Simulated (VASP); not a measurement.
# FeNi3 (I4/mmm) in VASP: single point with PBEsol

Aim: the single point of FeNi3 with PBEsol.

Everything below comes from runs of VASP 6.6.1. Logs are shortened: lines on timing, memory, paths and dates and some standing lists are left out, and cuts for length are marked.

### 1 The cell of the first run

The structure is tetragonal, space group I4/mmm (No. 139). The conventional cell has a = 3.534 Å, b = 3.534 Å, c = 7.079 Å, α = 90.00°, β = 90.00°, γ = 90.00°. Fe (site symmetry 4/mmm) has 12 Ni at 2.50 Å within 3.3 Å. Within 3.3 Å of Ni (site symmetry 4/mmm) lie 4 Fe at 2.50 Å and 8 Ni at 2.50 Å. Ni (site symmetry -4m2) has 8 Ni at 2.50 Å and 4 Fe at 2.50 Å within 3.3 Å.

### 2 Single point, PBEsol, collinear spin, ferrimagnetic start

File INCAR:

```
PREC     = Accurate       # precision mode
ENCUT    = 520            # plane-wave cutoff, eV
EDIFF    = 1E-7           # SCF threshold, eV
ISMEAR   = 0              # smearing method
SIGMA    = 0.1            # smearing width, eV
LREAL    = F              # projectors in reciprocal space
LASPH    = T              # aspherical terms in the spheres
NELM     = 150            # most SCF steps
ALGO     = Normal         # electronic algorithm
ISIF     = 2              # what is computed and relaxed
LWAVE    = F              # write WAVECAR
LCHARG   = T              # write CHGCAR
ISPIN    = 2              # spin polarisation
MAGMOM   = 4 -2 -2 -2     # initial moments
LORBIT   = 11             # projections on sites
LMAXMIX  = 4              # l up to which the mixer works
GGA      = PS             # functional
LVHAR    = T            
NBANDS   = 31             # bands
KPAR     = 4
```

File KPOINTS:

```
Automatic mesh
0
Gamma
  16 16 16
```

File POSCAR:

```
FeNi3
1.0
   -1.7669790000      1.7669790000      3.5395920000
    1.7669790000     -1.7669790000      3.5395920000
    1.7669790000      1.7669790000     -3.5395920000
Fe Ni
1 3
Direct
    0.0000000000      0.0000000000      0.0000000000
    0.5000000000      0.5000000000      0.0000000000
    0.7500000000      0.2500000000      0.5000000000
    0.2500000000      0.7500000000      0.5000000000
```

Potentials or basis: VASP PAW PBE potentials, release 64 (Fe, Ni).

The run is started by

```
cat potpaw_PBE.64/Fe/POTCAR potpaw_PBE.64/Ni/POTCAR > POTCAR
mpirun -np 4 vasp_std > vasp.out
```

OUTCAR:

```text
PREC = Accurate
   ENCUT = 520
   EDIFF = 1E-7
   ISMEAR = 0
   LREAL = F
   LASPH = T
   NELM = 150
   ISIF = 2
   ISPIN = 2
   LORBIT = 11
   GGA = PS

 ion  position               nearest neighbor table
   1  0.000  0.000  0.000-   2 2.50   2 2.50   2 2.50   2 2.50   4 2.50   3 2.50   4 2.50   4 2.50
                             3 2.50   3 2.50   4 2.50   3 2.50
   2  0.500  0.500  0.000-   1 2.50   1 2.50   1 2.50   1 2.50   4 2.50   3 2.50   4 2.50   3 2.50
                             4 2.50   4 2.50   3 2.50   3 2.50
   3  0.750  0.250  0.500-   4 2.50   4 2.50   4 2.50   4 2.50   2 2.50   1 2.50   2 2.50   1 2.50
                             2 2.50   2 2.50   1 2.50   1 2.50
   4  0.250  0.750  0.500-   3 2.50   3 2.50   3 2.50   3 2.50   2 2.50   1 2.50   2 2.50   2 2.50
                             1 2.50   1 2.50   2 2.50   1 2.50

  LATTYP: Found a body centered tetragonal cell.
 ALAT       =     3.5339580000
 C/A-ratio  =     2.0031884929

  Lattice vectors:

 A1 = (  -1.7669790000,   1.7669790000,   3.5395920000)
 A2 = (   1.7669790000,  -1.7669790000,   3.5395920000)
 A3 = (   1.7669790000,   1.7669790000,  -3.5395920000)

Analysis of symmetry for initial positions (statically):
=====================================================================
 Subroutine PRICEL returns:
 Original cell was already a primitive cell.

 Routine SETGRP: Setting up the symmetry group for a
 body centered tetragonal supercell.

 Subroutine GETGRP returns: Found 16 space group operations
 (whereof 16 operations were pure point group operations)
 out of a pool of 16 trial point group operations.

The static configuration has the point symmetry D_4h.

Analysis of symmetry for dynamics (positions and initial velocities):
=====================================================================
 Subroutine PRICEL returns:
 Original cell was already a primitive cell.

 Routine SETGRP: Setting up the symmetry group for a
 body centered tetragonal supercell.

 Subroutine GETGRP returns: Found 16 space group operations
 (whereof 16 operations were pure point group operations)
 out of a pool of 16 trial point group operations.

The dynamic configuration has the point symmetry D_4h.

Analysis of structural, dynamic, and magnetic symmetry:
=====================================================================
 Subroutine PRICEL returns:
 Original cell was already a primitive cell.

 Routine SETGRP: Setting up the symmetry group for a
 body centered tetragonal supercell.

 Subroutine GETGRP returns: Found 16 space group operations
 (whereof 16 operations were pure point group operations)
 out of a pool of 16 trial point group operations.

The overall configuration has the point symmetry D_4h.

 Subroutine INISYM returns: Found 16 space group operations
 (whereof 16 operations are pure point group operations),
 and found     1 'primitive' translations

----------------------------------------------------------------------------------------

                                     Primitive cell

  volume of cell :      44.2055

  direct lattice vectors                    reciprocal lattice vectors
    -1.766979000  1.766979000  3.539592000     0.000000000  0.282968841  0.141259219
     1.766979000 -1.766979000  3.539592000     0.282968841  0.000000000  0.141259219
     1.766979000  1.766979000 -3.539592000     0.282968841  0.282968841  0.000000000

  length of vectors
     4.332798299  4.332798299  4.332798299     0.316268133  0.316268133  0.400178373

  position of ions in fractional coordinates (direct lattice)
     0.000000000  0.000000000  0.000000000
     0.500000000  0.500000000  0.000000000
     0.750000000  0.250000000  0.500000000
     0.250000000  0.750000000  0.500000000

  ion indices of the primitive-cell ions
   primitive index   ion index
                 1           1
                 2           2
                 3           3
                 4           4

----------------------------------------------------------------------------------------

 KPOINTS: Automatic mesh

Automatic generation of k-mesh.
 Grid dimensions read from file:
 generate k-points for:   16   16   16

 Generating k-lattice:

  Cartesian coordinates                     Fractional coordinates (reciprocal lattice)
     0.000000000  0.017685553  0.008828701     0.062500000  0.000000000  0.000000000
     0.017685553  0.000000000  0.008828701     0.000000000  0.062500000  0.000000000
     0.017685553  0.017685553  0.000000000     0.000000000  0.000000000  0.062500000

  Length of vectors
     0.019766758  0.019766758  0.025011148

  Shift w.r.t. Gamma in fractional coordinates (k-lattice)
     0.000000000  0.000000000  0.000000000

 Subroutine IBZKPT returns following result:
 ===========================================

 Found    349 irreducible k-points:

 Following reciprocal coordinates:
            Coordinates               Weight
  0.000000  0.000000  0.000000      1.000000
  0.062500  0.000000  0.000000      8.000000
  0.125000  0.000000  0.000000      8.000000
  0.187500  0.000000  0.000000      8.000000
  0.250000  0.000000  0.000000      8.000000
  0.312500  0.000000  0.000000      8.000000
[... 16 lines left out ...]
 -0.125000  0.062500  0.000000     16.000000
 -0.062500  0.062500  0.000000      4.000000
 [... further k-points ...]
   k-points           NKPTS =    349   k-points in BZ     NKDIM =    349   number of bands    NBANDS=     31
   number of dos      NEDOS =    301   number of ions     NIONS =      4
   total plane-waves  NPLWV =  32768
   dimension x,y,z NGX =    32 NGY =   32 NGZ =   32
   dimension x,y,z NGXF=    64 NGYF=   64 NGZF=   64
   ions per type =               1   3
   NGX,Y,Z   is equivalent  to a cutoff of  12.28, 12.28, 12.28 a.u.
   NGXF,Y,Z  is equivalent  to a cutoff of  24.56, 24.56, 24.56 a.u.
 SYSTEM =  unknown system
   PREC   = accura    normal or accurate (medium, high low for compatibility)
   ISTART =      0    job   : 0-new  1-cont  2-samecut
   ICHARG =      2    charge: 1-file 2-atom 10-const
   ISPIN  =      2    spin polarized calculation?
   LNONCOLLINEAR =      F non collinear calculations
   LSORBIT =      F    spin-orbit coupling
   LASPH  =      T    aspherical Exc in radial PAW
   ENCUT  =  520.0 eV  38.22 Ry    6.18 a.u.   8.06  8.06  8.06*2*pi/ulx,y,z
   NELM   =    150;   NELMIN=  2; NELMDL= -5     # of ELM steps
   EDIFF  = 0.1E-06   stopping-criterion for ELM
   LREAL  =      F    real-space projection
   EDIFFG = 0.1E-05   stopping-criterion for IOM
   NSW    =      0    number of steps for IOM
   IBRION =     -1    ionic relax: 0-MD 1-quasi-New 2-CG
   NFREE  =      0    steps in history (QN), initial steepest desc. (CG)
   ISIF   =      2    stress and relaxation
   ISYM   =      2    0-nonsym 1-usesym 2-fastsym
   POTIM  = 0.5000    time-step for ionic-motion
   TEBEG  =    0.0;   TEEND  =   0.0 temperature during run
   PSTRESS=    0.0 pullay stress
   NELECT =      38.0000    total number of electrons
   NUPDOWN=      -1.0000    fix difference up-down
   EMIN   =  10.00;   EMAX   =-10.00  energy-range for DOS
   EFERMI =   0.00;   METHOD = LEGACY
   ISMEAR =     0;   SIGMA  =   0.10  broadening in eV -4-tet -1-fermi 0-gaus
   EFERMI_NEDOS =   21; number of points for ismear=-14 and -15
   IALGO  =     38    algorithm
   IMIX   =      4    mixing-type and parameters
     AMIX     =   0.40;   BMIX     =  1.00
     AMIX_MAG =   1.60;   BMIX_MAG =  1.00
  volume/ion in A,a.u.               =      11.05        74.58
  Fermi-wavevector in a.u.,A,eV,Ry     =   1.556601  2.941550 32.967017  2.423007
  Thomas-Fermi vector in A             =   2.660373
   LORBIT       =     11    0 simple, 1 ext, 2 COOP (PROOUT), +10 PAW based schemes
   GGA     = PS    functional components
   LHFCALC =     F    Hartree Fock is set to
   AEXX    =    0.0000 exact exchange contribution
   IVDW    =     0    specifies the selected vdW correction
   LEPSILON=     F    determine dielectric tensor
   LRPA    =     F    only Hartree local field effects (RPA)
 spin polarized calculation
 Gauss-broadening in eV      SIGMA  =   0.10
  energy-cutoff  :      520.00
  volume of cell :       44.21
 maximum number of plane-waves:      1213
   NGX = 17   NGY = 17   NGZ = 17

 number of electron      38.0000000 magnetization      -2.0000000

 number of electron      37.9999974 magnetization       4.5518911

 Free energy of the ion-electron system (eV)
  ---------------------------------------------------
  ext. energy  EPLUGINS =         0.00000000
  ---------------------------------------------------
  free energy    TOTEN  =       -27.54759136 eV

  energy without entropy =      -27.52519787  energy(sigma->0) =      -27.53639461

 E-fermi :   8.3486     XC(G=0): -13.3619

 val. band max:        8.3485723048   @ k =  -0.3125   0.3750   0.1875
 cond. band min:       8.3486452382   @ k =  -0.4375   0.5000   0.4375
 fundamental gap:      0.0000729334
 Fermi energy:         8.3486281330

 spin component 1

 k-point     1 :       0.0000    0.0000    0.0000
  band No.  band energies     occupation
      1      -0.6795      1.00000
      2       3.3764      1.00000
      3       3.9041      1.00000
      4       4.0022      1.00000
      5       4.6247      1.00000
      6       4.9392      1.00000
[... 23 lines left out ...]
     30      19.0494      0.00000
     31      19.8176      0.00000

 k-point     2 :       0.0625    0.0000    0.0000
  band No.  band energies     occupation
      1      -0.6157      1.00000
      2       3.4043      1.00000
      3       3.9255      1.00000
      4       4.0160      1.00000
      5       4.6325      1.00000
      6       4.8807      1.00000
[... 740 lines left out ...]
 k-point    24 :      -0.0625    0.0625    0.0000
  band No.  band energies     occupation
      1      -0.5775      1.00000
      2       3.4295      1.00000
      3       3.9388      1.00000
      4       4.0499      1.00000
      5       4.6677      1.00000
      6       4.8729      1.00000
[... 23 lines left out ...]
     30      19.6548      0.00000
     31      20.3501      0.00000

 [... further k-points ...]

 spin component 2

 k-point     1 :       0.0000    0.0000    0.0000
  band No.  band energies     occupation
      1      -0.6080      1.00000
      2       4.1926      1.00000
      3       4.8799      1.00000
      4       5.0193      1.00000
      5       5.2283      1.00000
      6       5.8682      1.00000
[... 23 lines left out ...]
     30      19.1534      0.00000
     31      20.4429      0.00000

 k-point     2 :       0.0625    0.0000    0.0000
  band No.  band energies     occupation
      1      -0.5443      1.00000
      2       4.2211      1.00000
      3       4.9013      1.00000
      4       5.0300      1.00000
      5       5.2353      1.00000
      6       5.7907      1.00000
[... 740 lines left out ...]
 k-point    24 :      -0.0625    0.0625    0.0000
  band No.  band energies     occupation
      1      -0.5060      1.00000
      2       4.2497      1.00000
      3       4.9138      1.00000
      4       5.0620      1.00000
      5       5.2731      1.00000
      6       5.7965      1.00000
[... 23 lines left out ...]
     30      19.7648      0.00000
     31      20.9455      0.00000

 [... further k-points ...]

------------------------ aborting loop because EDIFF is reached ----------------------------------------

  FORCE on cell =-STRESS in cart. coord.  units (eV):
  Direction    XX          YY          ZZ          XY          YZ          ZX
  --------------------------------------------------------------------------------------
  -------------------------------------------------------------------------------------
  Total       -2.3318975     -2.3318975     -2.3951853      0.0000000      0.0000000      0.0000000
  in kB      -84.5169974    -84.5169974    -86.8107941      0.0000000      0.0000000      0.0000000
  external PRESSURE =     -85.2815963 kB  Pullay stress =       0.0000000 kB

 VOLUME and BASIS-vectors are now :
 -----------------------------------------------------------------------------
  energy-cutoff  :      520.00
  volume of cell :       44.21
      direct lattice vectors                 reciprocal lattice vectors
    -1.766979000  1.766979000  3.539592000     0.000000000  0.282968841  0.141259219
     1.766979000 -1.766979000  3.539592000     0.282968841  0.000000000  0.141259219
     1.766979000  1.766979000 -3.539592000     0.282968841  0.282968841  0.000000000

 POSITION                                       TOTAL-FORCE (eV/Angst)
 -----------------------------------------------------------------------------------
      0.00000      0.00000      0.00000        -0.000000     -0.000000     -0.000000
      0.00000      0.00000      3.53959        -0.000000     -0.000000     -0.000000
      0.00000      1.76698      1.76980        -0.000000      0.000000      0.000000
      1.76698      0.00000      1.76980         0.000000     -0.000000     -0.000000
 -----------------------------------------------------------------------------------
    total drift:                               -0.000000     -0.000000      0.000000

  FREE ENERGIE OF THE ION-ELECTRON SYSTEM (eV)
  ---------------------------------------------------
  free  energy   TOTEN  =       -27.5475913608 eV

  energy  without entropy=      -27.5251978665  energy(sigma->0) =      -27.53639461

 total charge

# of ion       s       p       d       tot
------------------------------------------
    1        0.475   0.509   6.134   7.118
    2        0.510   0.510   8.333   9.352
    3        0.508   0.520   8.321   9.350
    4        0.508   0.520   8.321   9.350
--------------------------------------------------
tot          2.002   2.060  31.109  35.171

 magnetization (x)

# of ion       s       p       d       tot
------------------------------------------
    1        0.010  -0.006   2.802   2.806
    2       -0.018  -0.031   0.619   0.570
    3       -0.017  -0.045   0.656   0.595
    4       -0.017  -0.045   0.656   0.595
--------------------------------------------------
tot         -0.042  -0.127   4.734   4.565
```

Run time: 5 min. Hardware: 4 MPI ranks of Intel Xeon Platinum 8259CL at 2.50GHz (Skylake/Cascade Lake), shared host; peak memory 0.74 GiB.

Results:

```yaml
Free_energy: -27.5476 eV
Pressure: -8.5 GPa
Net_moment: 4.55 μB per cell
Site_moments: Fe +2.81; Ni +0.57, +0.59 (each value once) μB
Valence_electrons_inside_the_program's_atomic_spheres: Fe 7.12; Ni 9.35
```

Levels at points of the mesh, in eV from the Fermi level:
Spin up:
| k point | band 17 | band 18 | band 19 | band 20 | band 21 | band 22 | band 23 | band 24 | band 25 | band 26 |
| --- | --- | --- | --- | --- | --- | --- | --- | --- | --- | --- |
| (0.00, 0.00, 0.00) | -0.65 | -0.51 | -0.51 | -0.44 | -0.44 | 2.33 | 7.63 | 7.63 | 7.68 | 7.68 |
| (0.50, 0.00, 0.00) | -1.46 | -1.38 | -0.90 | -0.78 | -0.55 | -0.44 | 3.79 | 3.94 | 8.73 | 8.75 |
| (0.50, 0.50, 0.00) | -0.67 | -0.67 | -0.66 | -0.61 | -0.43 | -0.35 | 0.87 | 0.99 | 5.62 | 5.82 |
| (0.50, 0.50, 0.50) | -0.67 | -0.65 | -0.51 | -0.51 | -0.44 | -0.44 | 2.35 | 2.35 | 9.06 | 9.34 |
Spin down:
| k point | band 13 | band 14 | band 15 | band 16 | band 17 | band 18 | band 19 | band 20 | band 21 | band 22 |
| --- | --- | --- | --- | --- | --- | --- | --- | --- | --- | --- |
| (0.00, 0.00, 0.00) | -0.74 | -0.64 | -0.43 | 0.38 | 0.65 | 0.86 | 0.94 | 0.94 | 1.47 | 2.39 |
| (0.50, 0.00, 0.00) | -0.85 | -0.82 | -0.79 | -0.36 | -0.06 | 0.08 | 0.22 | 0.65 | 0.96 | 1.29 |
| (0.50, 0.50, 0.00) | -1.12 | -0.66 | -0.51 | -0.36 | -0.33 | -0.11 | 0.65 | 0.84 | 0.98 | 1.10 |
| (0.50, 0.50, 0.50) | -0.36 | -0.36 | -0.30 | 0.01 | 0.38 | 1.03 | 1.14 | 1.14 | 1.20 | 1.44 |

Caveat: the cell stands under tension; the PAW data sets were made with another functional, which shifts forces and pressure a little.
